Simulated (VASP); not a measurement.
## H3CS2N: single point with PBE

The system is H3CS2N.

```
S C N H
1.0
     8.06046    0.41291    0.47130
     0.41291    9.84217    0.06880
     0.47130    0.06880    9.26871
S C N H
8 4 4 12
Direct
  0.21233 0.08293 0.86346
  0.32156 0.25266 0.58891
  0.54696 0.90628 0.53880
  0.79145 0.02044 0.72669
  0.71863 0.60657 0.20524
  0.92105 0.85051 0.11681
  0.16956 0.69822 0.63045
  0.91308 0.48323 0.63416
  0.26597 0.16795 0.72320
  0.66938 0.94489 0.64506
  0.81168 0.73602 0.17484
  0.02112 0.60667 0.63939
  0.54236 0.52728 0.89962
  0.61755 0.13998 0.05612
  0.30813 0.73506 0.16419
  0.14191 0.37765 0.13797
  0.43143 0.48316 0.91479
  0.50447 0.62639 0.92354
  0.58942 0.52830 0.78712
  0.64215 0.22950 0.00814
  0.69010 0.12484 0.14195
  0.65641 0.06506 0.98204
  0.30135 0.84249 0.16997
  0.18039 0.73017 0.19775
  0.37184 0.72494 0.25727
  0.21080 0.28715 0.10144
  0.22037 0.45905 0.13739
  0.07409 0.36587 0.23323
```

```
Program                : VASP 6.6.1
Task                   : single point
Functional             : PBE
Potentials or basis    : VASP PAW PBE potentials, release 64 (S, C, N, H)
Cutoff                 : 520 eV
k mesh                 : 1 × 1 × 1
Occupations            : fermi-dirac, width 0.02 eV
Spin                   : no spin polarisation
Dipole correction      : no
Further INCAR settings : LREAL = Auto; ALGO = Normal; EDIFF = 1e-06; NBANDS = 68
```

The pressure is -0.3 GPa and the largest force is 2.365 eV/Å.

Forces on the atoms (eV/Å):
```
S    0.221  0.490 -0.843
S    0.185  0.457 -0.693
S   -0.405 -0.767 -0.165
S    0.288 -0.391  0.351
S   -0.343  0.015  0.337
S    0.165  0.732  0.112
S   -0.442  0.382  0.193
S   -0.285  0.594  0.150
C   -0.435 -0.869  1.544
C    0.246  1.053 -0.421
C    0.045 -0.706 -0.424
C    0.745 -1.011 -0.391
N    0.366 -0.017 -1.353
N    0.102 -0.562  0.946
N   -0.266  1.919  1.356
N    1.641  0.683 -1.519
H    0.261 -0.152 -0.461
H    0.090  0.390  0.240
H   -0.812 -0.293  1.639
H    0.160  0.584 -0.181
H   -0.422  0.095 -0.712
H    0.026  0.006  0.110
H    0.191 -0.517 -0.976
H    0.795 -0.556  0.065
H   -0.549 -0.918 -0.476
H   -0.405  1.025  0.618
H   -1.093 -1.586  0.210
H   -0.073 -0.080  0.741
```

Stress tensor (GPa, compression positive):
```
-0.22  0.05  0.13
 0.05 -0.26 -0.14
 0.13 -0.14 -0.34
```

Levels at points of the mesh, in eV from the Fermi level:
```csv
k point,band 44,band 45,band 46,band 47,band 48,band 49,band 50,band 51,band 52,band 53
"(0.00, 0.00, 0.00)",-1.60,-1.50,-0.92,-0.89,-0.53,1.84,1.89,2.07,2.10,2.23
```

Run time: 3.2 min on 1 thread of Intel Xeon 8259CL (shared host), peak memory 0.66 GiB.

Caveat: the k points lie up to 0.79 Å⁻¹ apart; the atoms stand as in a frame of molecular dynamics.
